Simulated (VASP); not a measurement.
A run of VASP 6.6.1 is set up as follows.

The input POSCAR:

```
K4HgPb2
1.0
    0.0000000000      8.9835250181      0.0000003574
    8.9835250181      0.0000000000      0.0000003574
    4.4917626416      4.4917626416     -3.3316508076
Hg Pb K
1 2 4
Direct
    0.0000000000      0.0000000000      0.0000000000
    0.5000000000      0.5000000000      0.0000000000
    0.7500000000      0.2500000000      0.5000000000
    0.4517326849      0.5412071092      0.5060445740
    0.4587928908     -0.0422227411      0.4939554260
    1.0422227411      0.9527483168      0.5060445740
    0.0472516832      0.5482673151      0.4939554260
```

The input INCAR.step1:

```
SYSTEM = K4HgPb2
ALGO = Normal
EDIFF = 1E-4
ENCUT = 520
GGA = PE
ISMEAR = -1
LASPH = .True.
LCHARG = .False.
LREAL = .False.
LWAVE = .True.
NBANDS = 47
NELM = 60
PREC = Accurate
SIGMA = 0.0116
```

Contents of INCAR.step2:

```
SYSTEM = K4HgPb2
ALGO = Normal
EDIFF = 1E-6
ENCUT = 520
ISIF = 2
ISMEAR = -1
ISTART = 1
LASPH = .True.
LCHARG = .True.
LELF = .True.
LMIXTAU = .True.
LREAL = .False.
LVHAR = .True.
LWAVE = .False.
METAGGA = R2SCAN
NBANDS = 47
NELM = 60
PREC = Accurate
SIGMA = 0.0116
```

KPOINTS

```
k-points
0
Gamma
  4 4 4
  0 0 0
```

Potentials or basis: VASP PAW PBE potentials, release 64 (Hg, Pb_d, K_sv).

Command:

```bash
$ cat potpaw_PBE.64/Hg/POTCAR potpaw_PBE.64/Pb_d/POTCAR potpaw_PBE.64/K_sv/POTCAR > POTCAR
$ cp INCAR.step1 INCAR
$ mpirun -np 1 vasp_std > vasp.out
$ cp INCAR.step2 INCAR
$ mpirun -np 1 vasp_std > vasp.out
```

Question: What does it give for the band gap on the k mesh?

Answer: Zero (bands 38 and 39 overlap by 0.39 eV).

Question: Predict the largest force.

Answer: 0.004 eV/Å.

Question: Predict the pressure.

Answer: 0.0 GPa.

Forces on the atoms (eV/Å):
```
Hg   0.000  0.000  0.000
Pb   0.000  0.000  0.000
Pb   0.000  0.000  0.000
K   -0.001  0.003  0.003
K    0.003  0.001 -0.003
K    0.001 -0.003  0.003
K   -0.003 -0.001 -0.003
```

Caveat: the PAW data sets were made with another functional, which shifts forces and pressure a little; spin-orbit coupling is left out, which moves the levels of the heavy elements.
